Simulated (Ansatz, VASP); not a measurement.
This is a calculation of BeS for Ansatz 0.2.0.

The input input.yaml:

```yaml
crystal:
  lattice: { a: 4.85, b: 4.85, c: 4.85, alpha: 90.0, beta: 90.0, gamma: 90.0 }
  space_group: 216
  reduce_to_primitive: true
  atoms:
    - { symbol: S, wyckoff: "4c", position: [0.25, 0.25, 0.25] }
    - { symbol: Be, wyckoff: "4a", position: [0.0, 0.0, 0.0] }
hamiltonian:
  xc: pbe0
  pseudopotentials: { kind: paw, source: jth }
kpoints:
  mp_grid: { grid: [5, 5, 5] }
scf:
  occupations: { method: fermi_dirac, width: 0.15 }
output:
  forces: true
  stress: true
  eigenvalues: true
```

Potentials or basis: JTH PAW.

Command:

```sh
$ ansatz run input.yaml --threads 1 --pin off --max-ram 2560MiB --backend cpu --events-out ev --progress --plain --runs-dir out
```

Problem. Translate it to VASP 6.6.1. Potentials there: VASP PAW PBE potentials, release 64 (S, Be).

Solution. As run (the cutoff follows the program's own potentials):

Contents of POSCAR:

```
BeS
1.0
    0.0000000000      2.4250000000      2.4250000000
    2.4250000000      0.0000000000      2.4250000000
    2.4250000000      2.4250000000      0.0000000000
S Be
1 1
Direct
    0.2500000000      0.2500000000      0.2500000000
    0.0000000000      0.0000000000      0.0000000000
```

INCAR.step1

```
SYSTEM = BeS
ALGO     = Normal         ! electronic algorithm
EDIFF    = 1E-5           ! SCF threshold, eV
ENCUT    = 520            ! plane-wave cutoff, eV
GGA      = PE             ! functional
GGA_COMPAT= .FALSE.      
ISIF     = 2              ! what is computed and relaxed
ISMEAR   = -1             ! smearing method
LASPH    = .TRUE.         ! aspherical terms in the spheres
LCHARG   = .FALSE.        ! write CHGCAR
LREAL    = .FALSE.        ! projectors in reciprocal space
LWAVE    = .TRUE.         ! write WAVECAR
NBANDS   = 11             ! bands
NELM     = 120            ! most SCF steps
PREC     = Accurate       ! precision mode
SIGMA    = 0.15           ! smearing width, eV
```

The input INCAR.step2:

```
SYSTEM = BeS
AEXX     = 0.25           ! exact-exchange fraction
ALGO     = Normal         ! electronic algorithm
EDIFF    = 1E-6           ! SCF threshold, eV
ENCUT    = 520            ! plane-wave cutoff, eV
GGA      = PE             ! functional
GGA_COMPAT= .FALSE.      
ISIF     = 2              ! what is computed and relaxed
ISMEAR   = -1             ! smearing method
ISTART   = 1            
LASPH    = .TRUE.         ! aspherical terms in the spheres
LCHARG   = .FALSE.        ! write CHGCAR
LHFCALC  = .TRUE.         ! exact exchange
LREAL    = .FALSE.        ! projectors in reciprocal space
LWAVE    = .FALSE.        ! write WAVECAR
NBANDS   = 11             ! bands
NELM     = 120            ! most SCF steps
PREC     = Accurate       ! precision mode
PRECFOCK = Normal       
SIGMA    = 0.15           ! smearing width, eV
```

Contents of KPOINTS:

```
k-points
0
G
  5 5 5
  0 0 0
```

Potentials or basis: VASP PAW PBE potentials, release 64 (S, Be).

Command:

```sh
$ cat potpaw_PBE.64/S/POTCAR potpaw_PBE.64/Be/POTCAR > POTCAR
$ cp INCAR.step1 INCAR
$ mpirun -np 1 vasp_std > vasp.out
$ cp INCAR.step2 INCAR
$ mpirun -np 1 vasp_std > vasp.out
```

Both were run:

|  | VASP | Ansatz | Ansatz less VASP |
| --- | --- | --- | --- |
| gap on the k mesh at the Fermi level (eV) | 5.11 | 5.09 | -0.022 |
| least direct gap on the mesh (eV) | 7.63 | 7.61 | -0.024 |
| pressure (GPa) | 0.1 | 0.2 | +0.11 |

With one functional, cell and mesh, what is left measures potentials, basis and numerics. VASP's potentials hold 8 valence electrons a cell and Ansatz's 10, so a difference there can come from the potentials and not from the codes.

The k mesh is coarse, so the values compare programs but aren't converged. Noted on Ansatz's run: odd divisions of the mesh miss points on the zone boundary, where band edges often lie, so the gap on the mesh can be too wide.
